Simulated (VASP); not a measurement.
# Zn5In6O14 in VASP: a series of runs

Zn5In6O14 is run at these levels: PBE; tasks: single point.

Everything below comes from runs of VASP 6.6.1. Logs are shortened: lines on timing, memory, paths and dates and some standing lists are left out, and cuts for length are marked.

## (1) The cell of the first run

The cell holds an amorphous packing of atoms, 25 atoms: a = 7.045 Å, b = 6.930 Å, c = 6.796 Å, α = 90.74°, β = 91.38°, γ = 91.87°.

## (2) Single point, PBE

The input, INCAR:

```
SYSTEM = Zn5In6O14
ALGO = Normal
EDIFF = 1E-6
ENCUT = 520
GGA = PE
ISIF = 2
ISMEAR = -1
ISYM = 0
LASPH = .TRUE.
LCHARG = .FALSE.
LREAL = Auto
LWAVE = .FALSE.
NBANDS = 129
NELM = 100
PREC = Accurate
SIGMA = 0.1861
```

The input, KPOINTS:

```
k-points
0
G
  1 1 1
  0 0 0
```

The input, POSCAR:

```
Zn5In6O14
1.0
    7.0438800000     -0.1145760000     -0.0836140000
   -0.1145760000      6.9289560000     -0.0449660000
   -0.0836140000     -0.0449660000      6.7952250000
In O Zn
6 14 5
Direct
    0.3902081036      0.2894241158      0.9294017645
    0.9771183495      0.2698006781      0.3942248610
    0.1808808693      0.8931361377      0.6028197643
    0.8785979783      0.5129437081      0.6526740642
    0.3389013639      0.5402210417      0.4418419520
    0.6049736229      0.0096159426      0.5758347450
    0.9404639576      0.0632186780      0.6047422483
    0.2205380343     -0.0270692891      0.9191994186
    0.6515576462      0.3454768468      0.5116310428
    0.5861975684      0.0794177902      0.8690166144
    0.4451497936      0.6035918813      0.8712606083
    0.7493594962      0.3669508862     -0.1349701800
    0.9533887115      0.7328654880     -0.0380452931
    0.4077264702      0.7303975228      0.2350360284
    0.4792294637      0.7022737566      0.6768617278
    0.0756663661      0.6447784002      0.4469068902
    0.6925947340      0.0015348457      0.2033790834
    0.2229199845      0.3543386279      0.6677819237
    0.3658336330      0.0816826361      0.4123034564
    0.1948206567      0.3038227742      0.1439056734
   -0.0341012908      0.2357138095      0.9455767486
    0.4146943288      1.0229261609      0.1387124266
    0.6426901836      0.7323368012      0.0382867607
    0.2261473128      0.7016410720      1.0302019541
    0.9255273197      0.8646092509      0.2476368422
```

Potentials or basis: VASP PAW PBE potentials, release 64 (In_d, O, Zn).

Started as:

```bash
$ cat potpaw_PBE.64/In_d/POTCAR potpaw_PBE.64/O/POTCAR potpaw_PBE.64/Zn/POTCAR > POTCAR
$ mpirun -np 1 vasp_gam > vasp.out
```

OUTCAR:

```text
SYSTEM = Zn5In6O14
   EDIFF = 1E-6
   ENCUT = 520
   GGA = PE
   ISIF = 2
   ISMEAR = -1
   ISYM = 0
   LASPH = .TRUE.
   LREAL = Auto
   NELM = 100
   PREC = Accurate

 ion  position               nearest neighbor table
   1  0.390  0.289  0.929-  20 2.03  10 2.08  18 2.17  11 2.24  22 2.35   8 2.46  12 2.62  21 3.01
                            24 3.19   6 3.47   3 3.75   5 3.78   5 3.90
   2  0.977  0.270  0.394-   7 2.05  20 2.33   9 2.52   4 2.54  18 2.56  16 2.68  17 2.95  25 2.98
                            21 3.05   5 3.12   3 3.34   6 3.40
   3  0.181  0.893  0.603-   7 2.10  16 2.11   8 2.22  19 2.26  15 2.56   5 2.93  25 2.98   6 3.08
                            24 3.22   2 3.34   4 3.36   1 3.75
   4  0.879  0.513  0.653-  12 1.99   9 2.14  16 2.18   2 2.54  13 2.61  18 2.70  21 2.85   3 3.36
                            23 3.49   5 3.58   6 3.95
   5  0.339  0.540  0.442-  14 2.00  16 2.01  15 2.14  18 2.17   9 2.66  20 2.74   3 2.93  24 3.12
                             2 3.12   4 3.58   1 3.78   6 3.79   1 3.90
   6  0.605  0.010  0.576-  10 2.05  19 2.07   7 2.38   9 2.39  15 2.40  17 2.62   3 3.08  22 3.23
                            25 3.38   2 3.40   1 3.47   5 3.79   4 3.95
   7  0.940  0.063  0.605-   2 2.05   3 2.10   6 2.38
   8  0.221  0.973  0.919-  22 2.02  24 2.04   3 2.22   1 2.46
   9  0.652  0.345  0.512-   4 2.14   6 2.39   2 2.52   5 2.66
  10  0.586  0.079  0.869-   6 2.05   1 2.08  22 2.25
  11  0.445  0.604  0.871-  15 1.52  23 1.96  24 2.03   1 2.24
  12  0.749  0.367  0.865-  21 1.88   4 1.99   1 2.62
  13  0.953  0.733  0.962-  24 1.99  25 2.15  23 2.26   4 2.61
  14  0.408  0.730  0.235-  24 1.87   5 2.00  22 2.14  23 2.15
  15  0.479  0.702  0.677-  11 1.52   5 2.14   6 2.40   3 2.56
  16  0.076  0.645  0.447-   5 2.01   3 2.11   4 2.18  25 2.32   2 2.68
  17  0.693  0.002  0.203-  25 1.94  22 2.01  23 2.18   6 2.62   2 2.95
  18  0.223  0.354  0.668-   1 2.17   5 2.17   2 2.56   4 2.70
  19  0.366  0.082  0.412-  22 1.94   6 2.07   3 2.26
  20  0.195  0.304  0.144-   1 2.03  21 2.11   2 2.33   5 2.74
  21  0.966  0.236  0.946-  12 1.88  20 2.11   4 2.85   1 3.01   2 3.05
  22  0.415  0.023  0.139-  19 1.94  17 2.01   8 2.02  14 2.14  10 2.25   1 2.35  24 2.64  23 2.71
                             6 3.23
  23  0.643  0.732  0.038-  11 1.96  14 2.15  17 2.18  13 2.26  25 2.56  22 2.71  24 2.93   4 3.49

  24  0.226  0.702  0.030-  14 1.87  13 1.99  11 2.03   8 2.04  22 2.64  25 2.87  23 2.93   5 3.12
                             1 3.19   3 3.22
  25  0.926  0.865  0.248-  17 1.94  13 2.15  16 2.32  23 2.56  24 2.87   2 2.98   3 2.98   6 3.38

IMPORTANT INFORMATION: All symmetrisations will be switched off!
NOSYMM: (Re-)initialisation of all symmetry stuff for point group C_1.

----------------------------------------------------------------------------------------

                                     Primitive cell

  volume of cell :     331.5000

  direct lattice vectors                    reciprocal lattice vectors
     7.043880000 -0.114576000 -0.083614000     0.142026529  0.002359968  0.001763227
    -0.114576000  6.928956000 -0.044966000     0.002359968  0.144367298  0.000984360
    -0.083614000 -0.044966000  6.795225000     0.001763227  0.000984360  0.147190372

  length of vectors
     7.045307972  6.930049123  6.795888172     0.142057078  0.144389942  0.147204224

  position of ions in fractional coordinates (direct lattice)
     0.390208104  0.289424116  0.929401764
     0.977118350  0.269800678  0.394224861
     0.180880869  0.893136138  0.602819764
     0.878597978  0.512943708  0.652674064
     0.338901364  0.540221042  0.441841952
     0.604973623  0.009615943  0.575834745
[... 17 lines left out ...]
     0.226147313  0.701641072  0.030201954
     0.925527320  0.864609251  0.247636842

  ion indices of the primitive-cell ions
   primitive index   ion index
                 1           1
                 2           2
                 3           3
                 4           4
                 5           5
                 6           6
[... 17 lines left out ...]
                24          24
                25          25

----------------------------------------------------------------------------------------

 KPOINTS: k-points

Automatic generation of k-mesh.
 Grid dimensions read from file:
 generate k-points for:    1    1    1

 Generating k-lattice:

  Cartesian coordinates                     Fractional coordinates (reciprocal lattice)
     0.142026529  0.002359968  0.001763227     1.000000000  0.000000000  0.000000000
     0.002359968  0.144367298  0.000984360     0.000000000  1.000000000 -0.000000000
     0.001763227  0.000984360  0.147190372     0.000000000  0.000000000  1.000000000

  Length of vectors
     0.142057078  0.144389942  0.147204224

  Shift w.r.t. Gamma in fractional coordinates (k-lattice)
     0.000000000  0.000000000  0.000000000

 Subroutine IBZKPT returns following result:
 ===========================================

 Found      1 irreducible k-points:

 Following reciprocal coordinates:
            Coordinates               Weight
  0.000000  0.000000  0.000000      1.000000
   k-points           NKPTS =      1   k-points in BZ     NKDIM =      1   number of bands    NBANDS=    129
   number of dos      NEDOS =    301   number of ions     NIONS =     25
   total plane-waves  NPLWV = 157464
   dimension x,y,z NGX =    54 NGY =   54 NGZ =   54
   dimension x,y,z NGXF=   108 NGYF=  108 NGZF=  108
   ions per type =               6  14   5
   NGX,Y,Z   is equivalent  to a cutoff of  12.74, 12.95, 13.21 a.u.
   NGXF,Y,Z  is equivalent  to a cutoff of  25.48, 25.91, 26.42 a.u.
 SYSTEM =  Zn5In6O14
   PREC   = accura    normal or accurate (medium, high low for compatibility)
   ISTART =      0    job   : 0-new  1-cont  2-samecut
   ICHARG =      2    charge: 1-file 2-atom 10-const
   ISPIN  =      1    spin polarized calculation?
   LNONCOLLINEAR =      F non collinear calculations
   LSORBIT =      F    spin-orbit coupling
   LASPH  =      T    aspherical Exc in radial PAW
   ENCUT  =  520.0 eV  38.22 Ry    6.18 a.u.  13.10 12.89 12.64*2*pi/ulx,y,z
   NELM   =    100;   NELMIN=  2; NELMDL= -5     # of ELM steps
   EDIFF  = 0.1E-05   stopping-criterion for ELM
   LREAL  =      T    real-space projection
   EDIFFG = 0.1E-04   stopping-criterion for IOM
   NSW    =      0    number of steps for IOM
   IBRION =     -1    ionic relax: 0-MD 1-quasi-New 2-CG
   NFREE  =      0    steps in history (QN), initial steepest desc. (CG)
   ISIF   =      2    stress and relaxation
   ISYM   =      0    0-nonsym 1-usesym 2-fastsym
   POTIM  = 0.5000    time-step for ionic-motion
   TEBEG  =    0.0;   TEEND  =   0.0 temperature during run
   PSTRESS=    0.0 pullay stress
   NELECT =     222.0000    total number of electrons
   NUPDOWN=      -1.0000    fix difference up-down
   EMIN   =  10.00;   EMAX   =-10.00  energy-range for DOS
   EFERMI =   0.00;   METHOD = LEGACY
   ISMEAR =    -1;   SIGMA  =   0.19  broadening in eV -4-tet -1-fermi 0-gaus
   EFERMI_NEDOS =   21; number of points for ismear=-14 and -15
   IALGO  =     38    algorithm
   IMIX   =      4    mixing-type and parameters
     AMIX     =   0.40;   BMIX     =  1.00
     AMIX_MAG =   1.60;   BMIX_MAG =  1.00
  volume/ion in A,a.u.               =      13.26        89.48
  Fermi-wavevector in a.u.,A,eV,Ry     =   1.432291  2.706638 27.911781  2.051458
  Thomas-Fermi vector in A             =   2.551935
   LORBIT       =      0    0 simple, 1 ext, 2 COOP (PROOUT), +10 PAW based schemes
   GGA     = PE    functional components
[... 5 lines left out ...]
 non-spin polarized calculation
  energy-cutoff  :      520.00
  volume of cell :      331.50
 maximum number of plane-waves:      4461
 NGX is ok and might be reduce to    54
   NGX = 27   NGY = 25   NGZ = 25

 number of electron     222.0000041 magnetization

 Free energy of the ion-electron system (eV)
  ---------------------------------------------------
  ext. energy  EPLUGINS =         0.00000000
  ---------------------------------------------------
  free energy    TOTEN  =      -108.46460881 eV

  energy without entropy =     -108.15520568  energy(sigma->0) =     -108.30990724

 E-fermi :   5.1583     XC(G=0): -10.7871

 val. band max:        4.7976776143   @ k =   0.0000   0.0000   0.0000
 cond. band min:       5.5184841931   @ k =   0.0000   0.0000   0.0000
 fundamental gap:      0.7208065788
 Fermi energy:         5.1583165763

 k-point     1 :       0.0000    0.0000    0.0000
  band No.  band energies     occupation
      1     -17.5972      2.00000
      2     -15.2668      2.00000
      3     -14.3499      2.00000
      4     -13.9682      2.00000
      5     -13.7924      2.00000
      6     -13.3428      2.00000
[... 115 lines left out ...]
    122       8.8348      0.00000
    123       9.1289      0.00000
 [bands above 123 left out]

------------------------ aborting loop because EDIFF is reached ----------------------------------------

  FORCE on cell =-STRESS in cart. coord.  units (eV):
  Direction    XX          YY          ZZ          XY          YZ          ZX
  --------------------------------------------------------------------------------------
  -------------------------------------------------------------------------------------
  Total        7.2534903     24.4784854     16.7850920      3.8513432      2.0048938      1.4584788
  in kB       35.0569472    118.3073166     81.1242673     18.6139815      9.6898806      7.0489947
  external PRESSURE =      78.1628437 kB  Pullay stress =       0.0000000 kB

 VOLUME and BASIS-vectors are now :
 -----------------------------------------------------------------------------
  energy-cutoff  :      520.00
  volume of cell :      331.50
      direct lattice vectors                 reciprocal lattice vectors
     7.043880000 -0.114576000 -0.083614000     0.142026529  0.002359968  0.001763227
    -0.114576000  6.928956000 -0.044966000     0.002359968  0.144367298  0.000984360
    -0.083614000 -0.044966000  6.795225000     0.001763227  0.000984360  0.147190372

 POSITION                                       TOTAL-FORCE (eV/Angst)
 -----------------------------------------------------------------------------------
      2.63771      1.91891      6.26985         1.235973      1.298407     -4.169085
      6.81883      1.73976      2.58501         0.398787     -1.238845     -2.157732
      1.12137      6.14067      4.04101         0.648157      2.525720      1.915421
      6.07539      3.42415      4.33854        -1.198206      2.227464      2.239170
      2.28834      3.68447      2.94979         3.122789     -4.517384      0.926821
      4.21211     -0.02858      3.86191         1.631467      1.954285     -0.409859
[... 17 lines left out ...]
      1.51004      4.83437      0.15477        -2.263452     -0.072988     -1.039135
      6.39953      5.87366      1.56648         0.049578     -0.552363     -0.900893
 -----------------------------------------------------------------------------------
    total drift:                               -0.020109      0.002607     -0.012660

  FREE ENERGIE OF THE ION-ELECTRON SYSTEM (eV)
  ---------------------------------------------------
  free  energy   TOTEN  =      -108.4646088084 eV

  energy  without entropy=     -108.1552056767  energy(sigma->0) =     -108.30990724
```

Run time: 2.9 min. Hardware: 1 thread of AMD EPYC 7R13, shared host; peak memory 0.34 GiB.

What came out:

```yaml
Free_energy: -108.4646 eV
Pressure: 7.8 GPa
Largest_force: 5.569 eV/Å
Band_gap_on_the_k_mesh: 0.72 eV
```

Forces in eV/Å, atoms in the order of the input:
```
In   1.236  1.298 -4.169
In   0.399 -1.239 -2.158
In   0.648  2.526  1.915
In  -1.198  2.227  2.239
In   3.123 -4.517  0.927
In   1.631  1.954 -0.410
O   -1.127 -1.160 -0.030
O   -0.321  0.572 -0.604
O    0.675  0.470 -2.208
O   -0.745 -1.222  0.006
O    0.257  0.993  0.083
O    0.991  0.759  2.238
O   -1.346 -0.487  0.801
O    1.480 -0.555 -0.508
O   -0.108  0.357 -0.459
O   -2.894  1.153 -0.714
O    2.107 -0.922  1.490
O   -1.343  0.470 -0.258
O   -1.439 -0.844  1.014
O   -1.766  0.668  1.013
Zn   0.242 -0.856  0.165
Zn   0.346 -1.451  1.616
Zn   1.366  0.432 -0.050
Zn  -2.263 -0.073 -1.039
Zn   0.050 -0.552 -0.901
```

Stress tensor (GPa, compression positive):
```
 3.51  1.86  0.70
 1.86 11.83  0.97
 0.70  0.97  8.11
```

Caveat: the k points lie up to 0.92 Å⁻¹ apart; spin-orbit coupling is left out, which moves the levels of the heavy elements.

## (3) Single point, PBE

The input, INCAR:

```
ALGO = Normal ; EDIFF = 1E-7
ENCUT = 520 ; GGA = PE
ISIF = 2 ; ISMEAR = -1
ISYM = 0 ; LASPH = T
LCHARG = F ; LREAL = Auto
LWAVE = F ; NBANDS = 129
NELM = 100 ; PREC = Accurate
SIGMA = 0.1861
```

The input, KPOINTS:

```
k-points
0
Gamma
  1 1 1
```

The input, POSCAR:

```
Zn5In6O14
1.0
    7.0438800000     -0.1145760000     -0.0836140000
   -0.1145760000      6.9289560000     -0.0449660000
   -0.0836140000     -0.0449660000      6.7952250000
In O Zn
6 14 5
Direct
    0.2770027161      0.2552578314      0.8659969653
    1.0018919675      0.2043774469      0.3877944043
    0.1875675428      0.8901474359      0.6990543569
    0.8479808447      0.5614511382      0.6684823950
    0.3718835321      0.4353914127      0.4348621981
    0.6114075448     -0.0174725864      0.5859224026
    0.8664629196      0.1070497891      0.6675137367
    0.1408906356      0.0143683759      0.9691135346
    0.7376074703      0.6454644626      0.2995762857
    0.4923757886      0.0458856211      0.8622070354
    0.3412484271      0.5294406835      0.8814286467
    0.7943793982      0.3925568848     -0.0641691847
    0.9089026149      0.7718891434     -0.1141198782
    0.4184111193      0.7274176809      0.2901799559
    0.5789672543      0.6616067744      0.6608654722
    0.1224177433      0.7162672911      0.4089847668
    0.7847899467      0.0521452629      0.2330903231
    0.1111621226      0.4349826969      0.6710727226
    0.2813925062      0.1144970915      0.4915376355
    0.1407056664      0.3511075005      0.2044195539
   -0.1102955788      0.1187383649      0.9777861564
    0.5230538211      1.0105322512      0.1960390150
    0.6353032680      0.6274124839     -0.0322246170
    0.1753961951      0.6533253500      1.0420186241
    0.9406524787      0.8128481745      0.2223466107
```

Potentials or basis: VASP PAW PBE potentials, release 64 (In_d, O, Zn).

Started as:

```bash
$ cat potpaw_PBE.64/In_d/POTCAR potpaw_PBE.64/O/POTCAR potpaw_PBE.64/Zn/POTCAR > POTCAR
$ mpirun -np 1 vasp_gam > vasp.out
```

Wall time 3.5 min (1 thread of AMD EPYC 7R13, shared host); peak memory 0.34 GiB.

It converged, with:

| Quantity | Value |
| --- | --- |
| Free energy | -109.4309 eV |
| Pressure | 5.5 GPa |
| Largest force | 4.179 eV/Å |
| Band gap on the k mesh | 0.49 eV |

Forces in eV/Å, atoms in the order of the input:
```
In   0.120  0.619  0.918
In  -1.308 -0.254  3.829
In  -0.704 -1.984 -1.735
In   1.081 -1.769 -1.286
In  -0.697  2.136  0.087
In  -0.396 -1.610  0.623
O    0.985 -0.128 -1.344
O    0.435 -0.009  1.548
O   -0.630 -0.445 -0.077
O    0.221 -0.476  0.647
O    2.708  2.410  1.688
O   -0.422 -0.400  0.042
O    0.194 -0.091  1.217
O    0.295  0.529 -0.675
O   -0.469  0.828 -0.652
O   -0.023  0.940  0.385
O    0.190  0.120  0.183
O   -0.584 -1.042 -2.592
O    1.516  0.125  0.563
O    2.535  2.285 -2.412
Zn  -1.359  1.555 -2.150
Zn  -1.908 -1.210 -1.256
Zn  -0.906 -0.950  1.212
Zn  -0.176 -0.581  1.137
Zn  -0.699 -0.596  0.100
```

Stress tensor (GPa, compression positive):
```
 7.86  4.35 -3.32
 4.35  6.39  1.72
-3.32  1.72  2.26
```

Levels at points of the mesh, in eV from the valence-band top:
| k point | band 108 | band 109 | band 110 | band 111 | band 112 | band 113 | band 114 | band 115 |
| --- | --- | --- | --- | --- | --- | --- | --- | --- |
| (0.00, 0.00, 0.00) | -0.54 | -0.54 | -0.07 | 0.00 | 0.49 | 1.42 | 1.89 | 2.65 |

Caveat: the k points lie up to 0.92 Å⁻¹ apart; spin-orbit coupling is left out, which moves the levels of the heavy elements.

(Continued in part 2 of 2.)
